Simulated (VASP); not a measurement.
# Al in VASP: single point with PBE+D3(BJ)

Aim: the single point of Al with PBE+D3(BJ).

Program: VASP 6.6.1. These are calculated values, not measurements. Logs are shortened: lines on timing, memory, paths and dates and some standing lists are left out, and cuts for length are marked.

### Step 1. The cell of the first run

The cell holds a slab with vacuum, 12 atoms: a = 5.728 Å, b = 5.728 Å, c = 16.677 Å, α = 90.00°, β = 90.00°, γ = 60.00°.

### Step 2. Single point, PBE+D3(BJ)

INCAR

```
ALGO = Normal
EDIFF = 1E-6
ENCUT = 520
GGA = PE
ISIF = 2
ISMEAR = -1
IVDW = 12
LASPH = True
LCHARG = True
LELF = True
LREAL = False
LVHAR = True
LWAVE = False
NBANDS = 30
NELM = 80
PREC = Accurate
SIGMA = 0.1
```

KPOINTS

```
k-points
0
Gamma
  3 3 1
```

POSCAR

```
Al
1.0
    5.7275650000      0.0000000000      0.0000000000
    2.8637820000      4.9602170000      0.0000000000
    0.0000000000      0.0000000000     16.6765370000
Al
12
Direct
    0.1666684945      0.1666660955      0.0599644878
    0.6666715499      0.1666660955      0.0599644878
    0.1666709227      0.6666643818      0.0599644878
    0.6666739781      0.6666643818      0.0599644878
   -0.2028346064      0.3532909951      0.2025660363
    0.3111469879      0.3526055412      0.1984284867
   -0.1552195460      0.8239558874      0.2062178737
    0.3553670623      0.8209116658      0.2048027117
    0.0214324736     -0.0082254466      0.3461030309
    0.5224743066     -0.0026208531      0.3399866531
   -0.0281119004      0.4853416695      0.3433206786
    0.4914892642      0.4856037548      0.3404124010
```

Potentials or basis: VASP PAW PBE potentials, release 64 (Al).

The run is started by

```console
$ cat potpaw_PBE.64/Al/POTCAR > POTCAR
$ mpirun -np 1 vasp_std > vasp.out
```

OUTCAR:

```text
EDIFF = 1E-6
   ENCUT = 520
   GGA = PE
   ISIF = 2
   ISMEAR = -1
   IVDW = 12
   LASPH = True
   LREAL = False
   NELM = 80
   PREC = Accurate
 IVDW          = 12

 ion  position               nearest neighbor table
   1  0.167  0.167  0.060-   6 2.83   4 2.86   2 2.86   3 2.86   3 2.86   2 2.86   4 2.86   8 2.96
                             5 3.00
   2  0.667  0.167  0.060-   5 2.86   1 2.86   3 2.86   4 2.86   4 2.86   3 2.86   1 2.86   6 2.91
                             7 2.97
   3  0.167  0.667  0.060-   6 2.79   4 2.86   2 2.86   1 2.86   1 2.86   2 2.86   4 2.86   7 2.92
                             8 2.96
   4  0.667  0.667  0.060-   5 2.85   1 2.86   3 2.86   2 2.86   2 2.86   3 2.86   1 2.86   8 2.87
                             7 2.95
   5  0.797  0.353  0.203-   8 2.61  12 2.76   6 2.79  11 2.80   7 2.84   4 2.85   2 2.86   7 2.91
                             6 2.94   9 3.00   1 3.00   8 3.13
   6  0.311  0.353  0.198-   7 2.69   3 2.79   5 2.79   8 2.82   1 2.83  12 2.84   2 2.91   8 2.93
                             5 2.94  10 2.95  11 2.95   7 3.05
   7  0.845  0.824  0.206-   6 2.69  10 2.75   8 2.81   5 2.84  11 2.85   9 2.89   5 2.91   3 2.92
                             8 2.92   4 2.95   2 2.97   6 3.05
   8  0.355  0.821  0.205-   5 2.61   7 2.81  12 2.81   6 2.82  10 2.83   4 2.87   9 2.88   7 2.92
                             6 2.93   3 2.96   1 2.96   5 3.13
   9  0.021  0.992  0.346-  11 2.70  12 2.80  10 2.84   8 2.88  10 2.89   7 2.89  12 2.94   5 3.00
                            11 3.05
  10  0.522  0.997  0.340-  12 2.71   7 2.75  11 2.77   8 2.83   9 2.84   9 2.89   6 2.95  11 2.99
                            12 3.02
  11  0.972  0.485  0.343-   9 2.70  12 2.75  10 2.77   5 2.80   7 2.85   6 2.95  12 2.98  10 2.99
                             9 3.05
  12  0.491  0.486  0.340-  10 2.71  11 2.75   5 2.76   9 2.80   8 2.81   6 2.84   9 2.94  11 2.98
                            10 3.02

  LATTYP: Found a hexagonal cell.
 ALAT       =     5.7275649303
 C/A-ratio  =     2.9116277516

  Lattice vectors:

 A1 = (  -2.8637820000,  -4.9602170000,   0.0000000000)
 A2 = (   5.7275650000,   0.0000000000,   0.0000000000)
 A3 = (   0.0000000000,   0.0000000000,  16.6765370000)

Analysis of symmetry for initial positions (statically):
=====================================================================
 Subroutine PRICEL returns:
 Original cell was already a primitive cell.

 Routine SETGRP: Setting up the symmetry group for a
 hexagonal supercell.

 Subroutine GETGRP returns: Found  1 space group operations
 (whereof  1 operations were pure point group operations)
 out of a pool of 24 trial point group operations.

The static configuration has the point symmetry C_1 .

Analysis of symmetry for dynamics (positions and initial velocities):
=====================================================================
 Subroutine PRICEL returns:
 Original cell was already a primitive cell.

 Routine SETGRP: Setting up the symmetry group for a
 hexagonal supercell.

 Subroutine GETGRP returns: Found  1 space group operations
 (whereof  1 operations were pure point group operations)
 out of a pool of 24 trial point group operations.

The dynamic configuration has the point symmetry C_1 .

 Subroutine INISYM returns: Found  1 space group operations
 (whereof  1 operations are pure point group operations),
 and found     1 'primitive' translations

----------------------------------------------------------------------------------------

                                     Primitive cell

  volume of cell :     473.7798

  direct lattice vectors                    reciprocal lattice vectors
     5.727565000  0.000000000  0.000000000     0.174594265 -0.100802024  0.000000000
     2.863782000  4.960217000  0.000000000     0.000000000  0.201604083  0.000000000
     0.000000000  0.000000000 16.676537000     0.000000000  0.000000000  0.059964488

  length of vectors
     5.727565000  5.727564930 16.676537000     0.201604081  0.201604083  0.059964488

  position of ions in fractional coordinates (direct lattice)
     0.166668495  0.166666095  0.059964488
     0.666671550  0.166666095  0.059964488
     0.166670923  0.666664382  0.059964488
     0.666673978  0.666664382  0.059964488
     0.797165394  0.353290995  0.202566036
     0.311146988  0.352605541  0.198428487
     0.844780454  0.823955887  0.206217874
     0.355367062  0.820911666  0.204802712
     0.021432474  0.991774553  0.346103031
     0.522474307  0.997379147  0.339986653
     0.971888100  0.485341670  0.343320679
     0.491489264  0.485603755  0.340412401

  ion indices of the primitive-cell ions
   primitive index   ion index
                 1           1
                 2           2
                 3           3
                 4           4
                 5           5
                 6           6
                 7           7
                 8           8
                 9           9
                10          10
                11          11
                12          12

----------------------------------------------------------------------------------------

 KPOINTS: k-points

Automatic generation of k-mesh.
 Grid dimensions read from file:
 generate k-points for:    3    3    1

 Generating k-lattice:

  Cartesian coordinates                     Fractional coordinates (reciprocal lattice)
     0.058198088 -0.033600675  0.000000000     0.333333333  0.000000000  0.000000000
     0.000000000  0.067201361  0.000000000     0.000000000  0.333333333  0.000000000
     0.000000000  0.000000000  0.059964488     0.000000000  0.000000000  1.000000000

  Length of vectors
     0.067201360  0.067201361  0.059964488

  Shift w.r.t. Gamma in fractional coordinates (k-lattice)
     0.000000000  0.000000000  0.000000000

 Subroutine IBZKPT returns following result:
 ===========================================

 Found      5 irreducible k-points:

 Following reciprocal coordinates:
            Coordinates               Weight
  0.000000  0.000000  0.000000      1.000000
  0.333333  0.000000  0.000000      2.000000
  0.333333  0.333333  0.000000      2.000000
  0.000000  0.333333  0.000000      2.000000
 -0.333333  0.333333  0.000000      2.000000
   k-points           NKPTS =      5   k-points in BZ     NKDIM =      5   number of bands    NBANDS=     30
   number of dos      NEDOS =    301   number of ions     NIONS =     12
   total plane-waves  NPLWV = 290304
   dimension x,y,z NGX =    48 NGY =   48 NGZ =  126
   dimension x,y,z NGXF=    96 NGYF=   96 NGZF=  252
   ions per type =              12
   NGX,Y,Z   is equivalent  to a cutoff of  13.93, 13.93, 12.56 a.u.
   NGXF,Y,Z  is equivalent  to a cutoff of  27.86, 27.86, 25.12 a.u.
 SYSTEM =  unknown system
   PREC   = accura    normal or accurate (medium, high low for compatibility)
   ISTART =      0    job   : 0-new  1-cont  2-samecut
   ICHARG =      2    charge: 1-file 2-atom 10-const
   ISPIN  =      1    spin polarized calculation?
   LNONCOLLINEAR =      F non collinear calculations
   LSORBIT =      F    spin-orbit coupling
   LASPH  =      T    aspherical Exc in radial PAW
   ENCUT  =  520.0 eV  38.22 Ry    6.18 a.u.  10.65 10.65 31.01*2*pi/ulx,y,z
   NELM   =     80;   NELMIN=  2; NELMDL= -5     # of ELM steps
   EDIFF  = 0.1E-05   stopping-criterion for ELM
   LREAL  =      F    real-space projection
   EDIFFG = 0.1E-04   stopping-criterion for IOM
   NSW    =      0    number of steps for IOM
   IBRION =     -1    ionic relax: 0-MD 1-quasi-New 2-CG
   NFREE  =      0    steps in history (QN), initial steepest desc. (CG)
   ISIF   =      2    stress and relaxation
   ISYM   =      2    0-nonsym 1-usesym 2-fastsym
   POTIM  = 0.5000    time-step for ionic-motion
   TEBEG  =    0.0;   TEEND  =   0.0 temperature during run
   PSTRESS=    0.0 pullay stress
   NELECT =      36.0000    total number of electrons
   NUPDOWN=      -1.0000    fix difference up-down
   EMIN   =  10.00;   EMAX   =-10.00  energy-range for DOS
   EFERMI =   0.00;   METHOD = LEGACY
   ISMEAR =    -1;   SIGMA  =   0.10  broadening in eV -4-tet -1-fermi 0-gaus
   EFERMI_NEDOS =   21; number of points for ismear=-14 and -15
   IALGO  =     38    algorithm
   IMIX   =      4    mixing-type and parameters
     AMIX     =   0.40;   BMIX     =  1.00
     AMIX_MAG =   1.60;   BMIX_MAG =  1.00
  volume/ion in A,a.u.               =      39.48       266.44
  Fermi-wavevector in a.u.,A,eV,Ry     =   0.693399  1.310335  6.541719  0.480803
  Thomas-Fermi vector in A             =   1.775602
   LORBIT       =      0    0 simple, 1 ext, 2 COOP (PROOUT), +10 PAW based schemes
   GGA     = PE    functional components
   LHFCALC =     F    Hartree Fock is set to
   AEXX    =    0.0000 exact exchange contribution
   IVDW    =    12    specifies the selected vdW correction
   LEPSILON=     F    determine dielectric tensor
   LRPA    =     F    only Hartree local field effects (RPA)
 non-spin polarized calculation
  energy-cutoff  :      520.00
  volume of cell :      473.78
 maximum number of plane-waves:     12795
 NGX is ok and might be reduce to    42
   NGX = 21   NGY = 21   NGZ = 63

 number of electron      36.0000000 magnetization

 Free energy of the ion-electron system (eV)
  ---------------------------------------------------
  ext. energy  EPLUGINS =         0.00000000
  ---------------------------------------------------
  free energy    TOTEN  =       -42.15623069 eV

  energy without entropy =      -41.87897279  energy(sigma->0) =      -42.01760174

 E-fermi :   0.8872     XC(G=0):  -5.3358

 val. band max:        0.8098276667   @ k =   0.0000   0.0000   0.0000
 cond. band min:       0.9209979622   @ k =   0.0000   0.0000   0.0000
 fundamental gap:      0.1111702955
 Fermi energy:         0.8872039408

 k-point     1 :       0.0000    0.0000    0.0000
  band No.  band energies     occupation
      1      -9.3911      2.00000
      2      -7.6602      2.00000
      3      -5.1505      2.00000
      4      -3.7838      2.00000
      5      -3.7294      2.00000
      6      -3.5144      2.00000
[... 22 lines left out ...]
     29       3.8380      0.00000
     30       4.1603      0.00000

 k-point     2 :       0.3333    0.0000    0.0000
  band No.  band energies     occupation
      1      -8.7334      2.00000
      2      -7.0147      2.00000
      3      -6.7380      2.00000
      4      -5.0453      2.00000
      5      -4.8467      2.00000
      6      -4.7721      2.00000
[... 22 lines left out ...]
     29       4.5578      0.00000
     30       4.5798      0.00000

 k-point     3 :       0.3333    0.3333    0.0000
  band No.  band energies     occupation
      1      -8.7295      2.00000
      2      -7.0068      2.00000
      3      -6.7616      2.00000
      4      -5.0576      2.00000
      5      -4.8311      2.00000
      6      -4.7753      2.00000
[... 22 lines left out ...]
     29       4.5345      0.00000
     30       4.5787      0.00000

 k-point     4 :       0.0000    0.3333    0.0000
  band No.  band energies     occupation
      1      -8.7393      2.00000
      2      -7.0037      2.00000
      3      -6.7299      2.00000
      4      -5.0580      2.00000
      5      -4.8165      2.00000
      6      -4.7771      2.00000
[... 22 lines left out ...]
     29       4.5515      0.00000
     30       4.6443      0.00000

 k-point     5 :      -0.3333    0.3333    0.0000
  band No.  band energies     occupation
      1      -7.6472      2.00000
      2      -7.3896      2.00000
      3      -7.1631      2.00000
      4      -5.7854      2.00000
      5      -5.6631      2.00000
      6      -5.6125      2.00000
[... 22 lines left out ...]
     29       4.4652      0.00000
     30       4.5434      0.00000

------------------------ aborting loop because EDIFF is reached ----------------------------------------

 Edisp (eV)   -2.72044

 E8    (eV) :    -1.2673

  FORCE on cell =-STRESS in cart. coord.  units (eV):
  Direction    XX          YY          ZZ          XY          YZ          ZX
  --------------------------------------------------------------------------------------
  -------------------------------------------------------------------------------------
  Total      -7.37343    -6.55715    -0.66476    -0.34091     0.33321    -0.07916
  in kB     -24.93465   -22.17427    -2.24800    -1.15284     1.12681    -0.26771
  external pressure =      -16.45 kB  Pullay stress =        0.00 kB

 VOLUME and BASIS-vectors are now :
 -----------------------------------------------------------------------------
  energy-cutoff  :      520.00
  volume of cell :      473.78
      direct lattice vectors                 reciprocal lattice vectors
     5.727565000  0.000000000  0.000000000     0.174594265 -0.100802024  0.000000000
     2.863782000  4.960217000  0.000000000     0.000000000  0.201604083  0.000000000
     0.000000000  0.000000000 16.676537000     0.000000000  0.000000000  0.059964488

 POSITION                                       TOTAL-FORCE (eV/Angst)
 -----------------------------------------------------------------------------------
      1.43190      0.82670      1.00000        -0.041720      0.013652      0.229251
      4.29570      0.82670      1.00000        -0.050681      0.020480      0.152155
      2.86380      3.30680      1.00000         0.032926      0.024566      0.095646
      5.72760      3.30680      1.00000         0.030669     -0.018085      0.053749
      5.57757      1.75240      3.37810         0.540752     -0.871679     -0.216916
      2.79190      1.74900      3.30910        -0.088821     -0.586560     -0.019735
      7.19817      4.08700      3.43900         0.063821      0.443557     -0.338248
      4.38630      4.07190      3.41540        -0.422957      0.826178     -0.267959
      2.96298      4.91942      5.77180        -0.225399     -0.203803     -0.201088
      5.84878      4.94722      5.66980        -0.304050     -0.080046      0.159937
      6.95647      2.40740      5.72540         0.502460      0.210025      0.034675
      4.20570      2.40870      5.67690        -0.037002      0.221717      0.318532
 -----------------------------------------------------------------------------------
    total drift:                                0.000005     -0.000010     -0.000028

  FREE ENERGIE OF THE ION-ELECTRON SYSTEM (eV)
  ---------------------------------------------------
  free  energy   TOTEN  =       -44.8766750401 eV

  energy  without entropy=      -44.5994171447  energy(sigma->0) =      -44.73804609
```

Wall time 4.9 min (1 thread of Intel Xeon 8259CL, shared host); peak memory 0.6 GiB.

What came out:

```yaml
Free_energy: -44.8767 eV
Largest_force: 1.048 eV/Å
Band_gap_on_the_k_mesh: zero (bands 18 and 19 overlap by 0.10 eV)
Dispersion_energy_per_atom: -0.227 eV
```

Forces in eV/Å, atoms in the order of the input:
```
Al  -0.042  0.014  0.229
Al  -0.051  0.020  0.152
Al   0.033  0.025  0.096
Al   0.031 -0.018  0.054
Al   0.541 -0.872 -0.217
Al  -0.089 -0.587 -0.020
Al   0.064  0.444 -0.338
Al  -0.423  0.826 -0.268
Al  -0.225 -0.204 -0.201
Al  -0.304 -0.080  0.160
Al   0.502  0.210  0.035
Al  -0.037  0.222  0.319
```

Levels at points of the mesh, in eV from the Fermi level:
| k point | band 14 | band 15 | band 16 | band 17 | band 18 | band 19 | band 20 | band 21 | band 22 | band 23 |
| --- | --- | --- | --- | --- | --- | --- | --- | --- | --- | --- |
| (0.00, 0.00, 0.00) | -2.48 | -2.43 | -2.38 | -0.31 | -0.31 | -0.19 | -0.08 | 0.03 | 0.06 | 0.62 |

Caveat: the k points lie up to 0.42 Å⁻¹ apart; there is no dipole correction, which matters where the two faces differ.

The gap in the log of VASP goes by the Fermi energy; the results here count the filled bands.